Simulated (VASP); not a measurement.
# Si6HC6 in VASP: notebook

Runs on Si6HC6. Level: PBE+D3(BJ). Tasks: relaxation of the atoms, single point.

Everything below comes from runs of VASP 6.6.1. Logs are shortened: lines on timing, memory, paths and dates and some standing lists are left out, and cuts for length are marked.

### Step 1. The cell of the first run

The cell holds a slab with vacuum, 26 atoms: a = 6.150 Å, b = 6.150 Å, c = 24.399 Å, α = 90.00°, β = 90.00°, γ = 120.00°.

### Step 2. Relaxation of the atoms, PBE+D3(BJ)

INCAR reads:

```
SYSTEM = Si6HC6
PREC = Accurate ; ENCUT = 520
EDIFF = 1E-7 ; ISMEAR = 0
SIGMA = 0.05 ; LREAL = Auto
LASPH = .True. ; NELM = 60
ALGO = Normal ; ISIF = 2
LWAVE = .False. ; LCHARG = .False.
LDIPOL = .True. ; IDIPOL = 3
DIPOL = 0.5 0.5 0.461 ; GGA = PE
IVDW = 12 ; IBRION = 2
NSW = 100 ; EDIFFG = -0.04
```

KPOINTS reads:

```
Automatic mesh
0
Gamma
  3 3 1
  0 0 0
```

POSCAR reads:

```
Si6HC6
1.0
    6.1499993378      0.0000000000      0.0000000000
   -3.0749996689      5.3260556598      0.0000000000
    0.0000000000      0.0000000000     24.3991351110
C Si H
12 12 2
Selective dynamics
Direct
    0.5000000000      0.0000000000      0.3278804746  F F F
    0.5000000000      0.5000000000      0.3278804746  F F F
    0.0000000000      0.0000000000      0.3278804746  F F F
    0.0000000000      0.5000000000      0.3278804746  F F F
    0.6666666667      0.8333333333      0.4307827580  F F F
    0.6666666667      0.3333333333      0.4307827580  F F F
    0.1666666667      0.8333333333      0.4307827580  F F F
    0.1666666667      0.3333333333      0.4307827580  F F F
    0.8333333333      0.6666666667      0.5352731600  T T T
    0.8333333333      0.1666666667      0.5352731600  T T T
    0.3333333333      0.6666666667      0.5352731600  T T T
    0.3333333333      0.1666666667      0.5352731600  T T T
    0.1666666667      0.8333333333      0.3536060455  F F F
    0.1666666667      0.3333333333      0.3536060455  F F F
    0.6666666667      0.8333333333      0.3536060455  F F F
    0.6666666667      0.3333333333      0.3536060455  F F F
    0.3333333333      0.6666666667      0.4546399691  T T T
    0.3333333333      0.1666666667      0.4546399691  T T T
    0.8333333333      0.6666666667      0.4546399691  T T T
    0.8333333333      0.1666666667      0.4546399691  T T T
    0.5000000000      0.5000000000      0.5564981788  T T T
    0.5000000000      0.0000000000      0.5564981788  T T T
    0.0000000000      0.5000000000      0.5564981788  T T T
    0.0000000000      0.0000000000      0.5564981788  T T T
    0.0000000000      0.0000000000      0.6618297813  T T T
    0.0000000000      0.0000000000      0.6925685758  T T T
```

Potentials or basis: VASP PAW PBE potentials, release 64 (C, Si, H).

Command:

```sh
> cat potpaw_PBE.64/C/POTCAR potpaw_PBE.64/Si/POTCAR potpaw_PBE.64/H/POTCAR > POTCAR
> mpirun -np 1 vasp_std > vasp.out
```

OUTCAR:

```text
SYSTEM = Si6HC6
   PREC = Accurate
   ENCUT = 520
   EDIFF = 1E-7
   ISMEAR = 0
   LREAL = Auto
   LASPH = .True.
   NELM = 60
   ISIF = 2
   GGA = PE
   IVDW = 12
   IBRION = 2
   NSW = 100
   EDIFFG = -0.04
 IVDW          = 12

 ion  position               nearest neighbor table
   1  0.500  0.000  0.328-  13 1.88  16 1.88  15 1.88
   2  0.500  0.500  0.328-  14 1.88  15 1.88  16 1.88
   3  0.000  0.000  0.328-  15 1.88  14 1.88  13 1.88
   4  0.000  0.500  0.328-  16 1.88  13 1.88  14 1.88
   5  0.667  0.833  0.431-  19 1.87  17 1.87  20 1.87  15 1.88
   6  0.667  0.333  0.431-  20 1.87  18 1.87  19 1.87  16 1.88
   7  0.167  0.833  0.431-  17 1.87  19 1.87  18 1.87  13 1.88
   8  0.167  0.333  0.431-  18 1.87  20 1.87  17 1.87  14 1.88
   9  0.833  0.667  0.535-  21 1.85  24 1.85  23 1.85  19 1.97
  10  0.833  0.167  0.535-  22 1.85  23 1.85  24 1.85  20 1.97
  11  0.333  0.667  0.535-  23 1.85  22 1.85  21 1.85  17 1.97
  12  0.333  0.167  0.535-  24 1.85  21 1.85  22 1.85  18 1.97
  13  0.167  0.833  0.354-   7 1.88   1 1.88   4 1.88   3 1.88  17 3.04  19 3.04  18 3.04  15 3.07
                            15 3.07  14 3.07  14 3.07  16 3.07  16 3.07
  14  0.167  0.333  0.354-   8 1.88   2 1.88   3 1.88   4 1.88  18 3.04  20 3.04  17 3.04  16 3.07
                            16 3.07  15 3.07  13 3.07  13 3.07  15 3.07
  15  0.667  0.833  0.354-   5 1.88   3 1.88   2 1.88   1 1.88  19 3.04  17 3.04  20 3.04  13 3.07
[... 4 lines left out ...]
                            22 3.05  21 3.05  19 3.07  19 3.07  18 3.07  18 3.07  20 3.07  20 3.07
  18  0.333  0.167  0.455-   8 1.87   6 1.87   7 1.87  12 1.97  14 3.04  16 3.04  13 3.04  24 3.05
                            21 3.05  22 3.05  20 3.07  20 3.07  19 3.07  17 3.07  17 3.07  19 3.07
  19  0.833  0.667  0.455-   5 1.87   7 1.87   6 1.87   9 1.97  15 3.04  13 3.04  16 3.04  21 3.05
                            24 3.05  23 3.05  17 3.07  17 3.07  18 3.07  20 3.07  20 3.07  18 3.07
  20  0.833  0.167  0.455-   6 1.87   8 1.87   5 1.87  10 1.97  16 3.04  14 3.04  15 3.04  22 3.05
                            23 3.05  24 3.05  18 3.07  18 3.07  17 3.07  19 3.07  19 3.07  17 3.07
  21  0.500  0.500  0.556-   9 1.85  12 1.85  11 1.85  19 3.05  18 3.05  17 3.05  23 3.07  23 3.07
                            24 3.07  22 3.07  22 3.07  24 3.07
  22  0.500  0.000  0.556-  10 1.85  11 1.85  12 1.85  20 3.05  17 3.05  18 3.05  24 3.07  24 3.07
                            21 3.07  21 3.07  23 3.07  23 3.07
  23  0.000  0.500  0.556-  11 1.85  10 1.85   9 1.85  17 3.05  20 3.05  19 3.05  21 3.07  21 3.07
                            24 3.07  24 3.07  22 3.07  22 3.07
  24  0.000  0.000  0.556-  12 1.85   9 1.85  10 1.85  18 3.05  19 3.05  20 3.05  22 3.07  22 3.07
                            23 3.07  23 3.07  21 3.07  21 3.07
  25  0.000  0.000  0.662-  26 0.75
  26  0.000  0.000  0.693-  25 0.75

  LATTYP: Found a hexagonal cell.
 ALAT       =     6.1499993378
 C/A-ratio  =     3.9673394696

  Lattice vectors:

 A1 = (   6.1499993378,   0.0000000000,   0.0000000000)
 A2 = (  -3.0749996689,   5.3260556598,   0.0000000000)
 A3 = (   0.0000000000,   0.0000000000,  24.3991351110)

Analysis of symmetry for initial positions (statically):
=====================================================================
 Subroutine PRICEL returns:
 Original cell was already a primitive cell.

 Routine SETGRP: Setting up the symmetry group for a
 hexagonal supercell.

 Subroutine GETGRP returns: Found  6 space group operations
 (whereof  6 operations were pure point group operations)
 out of a pool of 24 trial point group operations.

The static configuration has the point symmetry C_3v.

Analysis of symmetry for dynamics (positions and initial velocities):
=====================================================================
 Subroutine PRICEL returns:
 Original cell was already a primitive cell.

 Routine SETGRP: Setting up the symmetry group for a
 hexagonal supercell.

 Subroutine GETGRP returns: Found  6 space group operations
 (whereof  6 operations were pure point group operations)
 out of a pool of 24 trial point group operations.

The dynamic configuration has the point symmetry C_3v.

Analysis of constrained symmetry for selective dynamics:
=====================================================================
 Subroutine PRICEL returns:
 Original cell was already a primitive cell.

 Routine SETGRP: Setting up the symmetry group for a
 hexagonal supercell.

 Subroutine GETGRP returns: Found  6 space group operations
 (whereof  6 operations were pure point group operations)
 out of a pool of 24 trial point group operations.

The constrained configuration has the point symmetry C_3v.

 Subroutine INISYM returns: Found  6 space group operations
 (whereof  6 operations are pure point group operations),
 and found     1 'primitive' translations

[... 70 lines left out ...]

----------------------------------------------------------------------------------------

 KPOINTS: Automatic mesh

Automatic generation of k-mesh.
 Grid dimensions read from file:
 generate k-points for:    3    3    1

 Generating k-lattice:

  Cartesian coordinates                     Fractional coordinates (reciprocal lattice)
     0.054200548  0.031292701  0.000000000     0.333333333  0.000000000  0.000000000
     0.000000000  0.062585402  0.000000000     0.000000000  0.333333333  0.000000000
     0.000000000  0.000000000  0.040985059     0.000000000  0.000000000  1.000000000

  Length of vectors
     0.062585402  0.062585402  0.040985059

  Shift w.r.t. Gamma in fractional coordinates (k-lattice)
     0.000000000  0.000000000  0.000000000

 Subroutine IBZKPT returns following result:
 ===========================================

 Found      3 irreducible k-points:

 Following reciprocal coordinates:
            Coordinates               Weight
  0.000000  0.000000  0.000000      1.000000
  0.333333  0.000000  0.000000      6.000000
  0.333333  0.333333  0.000000      2.000000
   k-points           NKPTS =      3   k-points in BZ     NKDIM =      3   number of bands    NBANDS=     63
   number of dos      NEDOS =    301   number of ions     NIONS =     26
   total plane-waves  NPLWV = 442368
   dimension x,y,z NGX =    48 NGY =   48 NGZ =  192
   dimension x,y,z NGXF=    96 NGYF=   96 NGZF=  384
   ions per type =              12  12   2
   NGX,Y,Z   is equivalent  to a cutoff of  12.98, 12.98, 13.08 a.u.
   NGXF,Y,Z  is equivalent  to a cutoff of  25.95, 25.95, 26.16 a.u.
 SYSTEM =  Si6HC6
   PREC   = accura    normal or accurate (medium, high low for compatibility)
   ISTART =      0    job   : 0-new  1-cont  2-samecut
   ICHARG =      2    charge: 1-file 2-atom 10-const
   ISPIN  =      1    spin polarized calculation?
   LNONCOLLINEAR =      F non collinear calculations
   LSORBIT =      F    spin-orbit coupling
   LASPH  =      T    aspherical Exc in radial PAW
   ENCUT  =  520.0 eV  38.22 Ry    6.18 a.u.  11.43 11.43 45.37*2*pi/ulx,y,z
   NELM   =     60;   NELMIN=  2; NELMDL= -5     # of ELM steps
   EDIFF  = 0.1E-06   stopping-criterion for ELM
   LREAL  =      T    real-space projection
   EDIFFG = -.4E-01   stopping-criterion for IOM
   NSW    =    100    number of steps for IOM
   IBRION =      2    ionic relax: 0-MD 1-quasi-New 2-CG
   NFREE  =      1    steps in history (QN), initial steepest desc. (CG)
   ISIF   =      2    stress and relaxation
   ISYM   =      2    0-nonsym 1-usesym 2-fastsym
   POTIM  = 0.5000    time-step for ionic-motion
   TEBEG  =    0.0;   TEEND  =   0.0 temperature during run
   PSTRESS=    0.0 pullay stress
   NELECT =      98.0000    total number of electrons
   NUPDOWN=      -1.0000    fix difference up-down
   EMIN   =  10.00;   EMAX   =-10.00  energy-range for DOS
   EFERMI =   0.00;   METHOD = LEGACY
   ISMEAR =     0;   SIGMA  =   0.05  broadening in eV -4-tet -1-fermi 0-gaus
   EFERMI_NEDOS =   21; number of points for ismear=-14 and -15
   IALGO  =     38    algorithm
   IMIX   =      4    mixing-type and parameters
     AMIX     =   0.40;   BMIX     =  1.00
     AMIX_MAG =   1.60;   BMIX_MAG =  1.00
  volume/ion in A,a.u.               =      30.74       207.43
  Fermi-wavevector in a.u.,A,eV,Ry     =   0.813327  1.536965  9.000262  0.661501
  Thomas-Fermi vector in A             =   1.923032
   LORBIT       =      0    0 simple, 1 ext, 2 COOP (PROOUT), +10 PAW based schemes
   GGA     = PE    functional components
   LHFCALC =     F    Hartree Fock is set to
   AEXX    =    0.0000 exact exchange contribution
   IVDW    =    12    specifies the selected vdW correction
   LEPSILON=     F    determine dielectric tensor
   LRPA    =     F    only Hartree local field effects (RPA)
 conjugate gradient relaxation of ions
 non-spin polarized calculation
 Gauss-broadening in eV      SIGMA  =   0.05
  energy-cutoff  :      520.00
  volume of cell :      799.20
 maximum number of plane-waves:     21643
 NGX is ok and might be reduce to    48
   NGX = 23   NGY = 23   NGZ = 91

 dipolmoment           0.000000      0.000000      0.419339 electrons x Angstroem

--------------------------------------- Ionic step        1  -------------------------------------------

 number of electron      98.0000000 magnetization

 Free energy of the ion-electron system (eV)
  ---------------------------------------------------
  ext. energy  EPLUGINS =         0.00000000
  ---------------------------------------------------
  free energy    TOTEN  =      -171.54635721 eV

  energy without entropy =     -171.53281755  energy(sigma->0) =     -171.53958738

------------------------ aborting loop because EDIFF is reached ----------------------------------------

 Edisp (eV)   -5.60811

 E8    (eV) :    -2.1780
[... 177 lines left out ...]
  FREE ENERGIE OF THE ION-ELECTRON SYSTEM (eV)
  ---------------------------------------------------
  free  energy   TOTEN  =      -177.1579894045 eV

  energy  without entropy=     -177.1444469485  energy(sigma->0) =     -177.15121818

[... ionic steps 4 to 55 ...]

--------------------------------------- Ionic step       56  -------------------------------------------

 number of electron      98.0000001 magnetization

------------------------ aborting loop because EDIFF is reached ----------------------------------------
[... 123 lines left out ...]
--------------------------------------- Ionic step       58  -------------------------------------------

 number of electron      98.0000001 magnetization

 dipolmoment           0.000000      0.000000     -0.485323 electrons x Angstroem

 Free energy of the ion-electron system (eV)
  ---------------------------------------------------
  ext. energy  EPLUGINS =         0.00000000
  ---------------------------------------------------
  free energy    TOTEN  =      -171.58623646 eV

  energy without entropy =     -171.57429396  energy(sigma->0) =     -171.58026521

 E-fermi :  -0.8393     XC(G=0):  -4.3799

 val. band max:       -0.8551913243   @ k =   0.0000   0.0000   0.0000
 cond. band min:      -0.7706672834   @ k =   0.0000   0.0000   0.0000
 fundamental gap:      0.0845240409
 Fermi energy:        -0.8393465126

 k-point     1 :       0.0000    0.0000    0.0000
  band No.  band energies     occupation
      1     -17.1755      2.00000
      2     -15.7464      2.00000
      3     -13.9881      2.00000
      4     -13.9881      2.00000
      5     -13.8566      2.00000
      6     -13.5800      2.00000
[... 181 lines left out ...]
     60       3.7562      0.00000
     61       3.8180      0.00000
 [bands above 61 left out]

------------------------ aborting loop because EDIFF is reached ----------------------------------------

 vacuum level on the upper side and lower side of the slab       (xc-potential included)        -1.333         1.290

 Edisp (eV)   -5.64446

 E8    (eV) :    -2.1898

  FORCE on cell =-STRESS in cart. coord.  units (eV):
  Direction    XX          YY          ZZ          XY          YZ          ZX
  --------------------------------------------------------------------------------------
  -------------------------------------------------------------------------------------
  Total       1.46631     1.46631     2.11932    -0.00000     0.00000    -0.00000
  in kB       2.93954     2.93954     4.24867    -0.00000     0.00000    -0.00000
  external pressure =        3.38 kB  Pullay stress =        0.00 kB
[... 41 lines left out ...]
  FREE ENERGIE OF THE ION-ELECTRON SYSTEM (eV)
  ---------------------------------------------------
  free  energy   TOTEN  =      -177.2307004648 eV

  energy  without entropy=     -177.2187579630  energy(sigma->0) =     -177.22472921

 reached required accuracy - stopping structural energy minimisation

 vacuum level on the upper side and lower side of the slab         3.169         5.848
```

It took 1.8 h on 1 thread of Intel Xeon 6975P-C (Granite Rapids), shared host; peak memory 1 GiB.

What came out:

| Property | Result |
| --- | --- |
| Free energy | -177.2307 eV |
| Energy gained by relaxing | 2.9 meV/atom |
| Ionic steps | 58 |
| Band gap on the k mesh | zero (filled and empty bands touch) |
| Dispersion energy per atom | -0.217 eV |

Step by step:
| step | energy change (eV) | largest force on free atoms (eV/Å) | pressure (GPa) |
| --- | --- | --- | --- |
| 1 | 0.0000 | 0.4248 | 0.39 |
| 3 | -0.0035 | 0.1500 | 0.37 |
| 5 | -0.0062 | 0.1156 | 0.39 |
| 7 | -0.0088 | 0.0981 | 0.40 |
| 9 | -0.0123 | 0.3280 | 0.40 |
| 11 | -0.0139 | 0.3378 | 0.40 |
| 13 | -0.0207 | 0.3858 | 0.38 |
| 15 | -0.0327 | 0.3555 | 0.35 |
| 17 | -0.0399 | 0.0988 | 0.33 |
| 19 | -0.0427 | 0.0795 | 0.33 |
| 21 | -0.0453 | 0.0817 | 0.33 |
| 23 | -0.0457 | 0.0702 | 0.33 |
| 25 | -0.0460 | 0.0564 | 0.33 |
| 27 | -0.0464 | 0.0513 | 0.33 |
| 29 | -0.0466 | 0.1124 | 0.31 |
| 31 | -0.0472 | 0.0438 | 0.32 |
| 33 | -0.0479 | 0.2000 | 0.31 |
| 35 | -0.0482 | 0.1333 | 0.31 |
| 37 | -0.0491 | 0.1509 | 0.29 |
| 39 | -0.0506 | 0.1449 | 0.28 |
| 41 | -0.0552 | 0.1423 | 0.25 |
| 43 | -0.0562 | 0.1504 | 0.23 |
| 45 | -0.0599 | 0.2185 | 0.24 |
| 47 | -0.0651 | 0.2226 | 0.23 |
| 49 | -0.0729 | 0.1477 | 0.29 |
| 51 | -0.0749 | 0.0738 | 0.30 |
| 53 | -0.0757 | 0.0629 | 0.33 |
| 55 | -0.0761 | 0.0464 | 0.33 |
| 57 | -0.0762 | 0.0558 | 0.34 |
| 58 | -0.0762 | 0.0209 | 0.34 |

Final structure:
```cif
data_structure
_symmetry_space_group_name_H-M 'P 1'
_symmetry_Int_Tables_number 1
_cell_length_a 6.1500
_cell_length_b 6.1500
_cell_length_c 24.3991
_cell_angle_alpha 90.000
_cell_angle_beta 90.000
_cell_angle_gamma 120.000
_cell_volume 799.20
loop_
_atom_site_label
_atom_site_type_symbol
_atom_site_fract_x
_atom_site_fract_y
_atom_site_fract_z
_atom_site_occupancy
C1 C 0.50000 0.00000 0.32788 1
C2 C 0.50000 0.50000 0.32788 1
C3 C 0.00000 0.00000 0.32788 1
C4 C 0.00000 0.50000 0.32788 1
C5 C 0.66667 0.83333 0.43078 1
C6 C 0.66667 0.33333 0.43078 1
C7 C 0.16667 0.83333 0.43078 1
C8 C 0.16667 0.33333 0.43078 1
C9 C 0.83180 0.66361 0.53554 1
C10 C 0.83180 0.16820 0.53554 1
C11 C 0.33333 0.66667 0.53557 1
C12 C 0.33639 0.16820 0.53554 1
Si1 Si 0.16667 0.83333 0.35361 1
Si2 Si 0.16667 0.33333 0.35361 1
Si3 Si 0.66667 0.83333 0.35361 1
Si4 Si 0.66667 0.33333 0.35361 1
Si5 Si 0.33333 0.66667 0.45537 1
Si6 Si 0.33406 0.16703 0.45467 1
Si7 Si 0.83297 0.66594 0.45467 1
Si8 Si 0.83297 0.16703 0.45467 1
Si9 Si 0.49944 0.50056 0.55965 1
Si10 Si 0.49944 0.99887 0.55965 1
Si11 Si 0.00113 0.50056 0.55965 1
Si12 Si 0.00000 0.00000 0.54535 1
H1 H 0.00000 0.00000 0.63610 1
H2 H 0.00000 0.00000 0.66743 1
```

Caveat: the k points lie up to 0.39 Å⁻¹ apart.

### Step 3. Single point, PBE+D3(BJ)

INCAR reads:

```
  PREC = Accurate
  ENCUT = 520
  EDIFF = 1E-6
  ISMEAR = 0
  SIGMA = 0.05
  LREAL = Auto
  LASPH = T
  NELM = 100
  ALGO = Fast
  ISIF = 2
  LWAVE = F
  LCHARG = F
  LDIPOL = T
  IDIPOL = 3
  DIPOL = 0.5 0.5 0.459
  GGA = PE
  IVDW = 12
  NBANDS = 68
```

KPOINTS reads:

```
Automatic mesh
0
Gamma
  3 3 1
```

POSCAR reads:

```
Si6HC6
1.0
    6.1499993378      0.0000000000      0.0000000000
   -3.0749996689      5.3260556598      0.0000000000
    0.0000000000      0.0000000000     24.3991351110
C Si H
12 12 2
Direct
    0.5000000000      0.0000000000      0.3278804746
    0.5000000000      0.5000000000      0.3278804746
    0.0000000000      0.0000000000      0.3278804746
    0.0000000000      0.5000000000      0.3278804746
    0.6666666667      0.8333333333      0.4307827580
    0.6666666667      0.3333333333      0.4307827580
    0.1666666667      0.8333333333      0.4307827580
    0.1666666667      0.3333333333      0.4307827580
    0.8318664487      0.6637328974      0.5356898623
    0.8318664487      0.1681335513      0.5356898623
    0.3333333333      0.6666666667      0.5357086244
    0.3362671026      0.1681335513      0.5356898623
    0.1666666667      0.8333333333      0.3536060455
    0.1666666667      0.3333333333      0.3536060455
    0.6666666667      0.8333333333      0.3536060455
    0.6666666667      0.3333333333      0.3536060455
    0.3333333333      0.6666666667      0.4553332686
    0.3339702558      0.1669851279      0.4546411510
    0.8330148721      0.6660297442      0.4546411510
    0.8330148721      0.1669851279      0.4546411510
    0.4995113291      0.5004886709      0.5596839927
    0.4995113291     -0.0009773419      0.5596839927
    0.0009773419      0.5004886709      0.5596839927
    0.0000000000      0.0000000000      0.5459051468
    0.0000000000      0.0000000000      0.6386113488
    0.0000000000      0.0000000000      0.6698860601
```

Potentials or basis: VASP PAW PBE potentials, release 64 (C, Si, H).

Command:

```sh
> cat potpaw_PBE.64/C/POTCAR potpaw_PBE.64/Si/POTCAR potpaw_PBE.64/H/POTCAR > POTCAR
> mpirun -np 1 vasp_std > vasp.out
```

It took 15 min on 1 thread of Oxide Virtual Turin-like, shared host; peak memory 0.87 GiB.

Results (log left out):

| Quantity | Value |
| --- | --- |
| Free energy | -177.2310 eV |
| Largest force | 3.204 eV/Å |
| Band gap on the k mesh | zero (filled and empty bands touch) |
| Dispersion energy per atom | -0.217 eV |

Forces in eV/Å, atoms in the order of the input:
```
C    0.000  0.129  2.159
C    0.112 -0.064  2.159
C    0.000  0.000  2.130
C   -0.112 -0.064  2.159
C   -0.171 -0.099  1.007
C    0.000  0.000  1.108
C    0.171 -0.099  1.007
C    0.000  0.197  1.007
C    0.000  0.011 -0.022
C    0.009 -0.005 -0.022
C    0.000  0.000 -0.013
C   -0.009 -0.005 -0.022
Si   0.033 -0.019 -3.204
Si   0.000  0.038 -3.204
Si  -0.033 -0.019 -3.204
Si   0.000  0.000 -3.121
Si   0.000  0.000  0.042
Si  -0.003 -0.001  0.031
Si   0.000  0.003  0.031
Si   0.003 -0.001  0.031
Si  -0.017  0.010 -0.010
Si   0.000 -0.020 -0.010
Si   0.017  0.010 -0.010
Si   0.000  0.000 -0.024
H    0.000  0.000 -0.028
H    0.000  0.000  0.022
```

Levels at points of the mesh, in eV from the Fermi level:
| k point | band 45 | band 46 | band 47 | band 48 | band 49 | band 50 | band 51 | band 52 | band 53 | band 54 |
| --- | --- | --- | --- | --- | --- | --- | --- | --- | --- | --- |
| (0.00, 0.00, 0.00) | -0.37 | -0.24 | -0.24 | -0.05 | -0.02 | -0.02 | 0.07 | 0.07 | 0.81 | 1.57 |

Caveat: the k points lie up to 0.39 Å⁻¹ apart.

The gap in the log of VASP goes by the Fermi energy; the results here count the filled bands.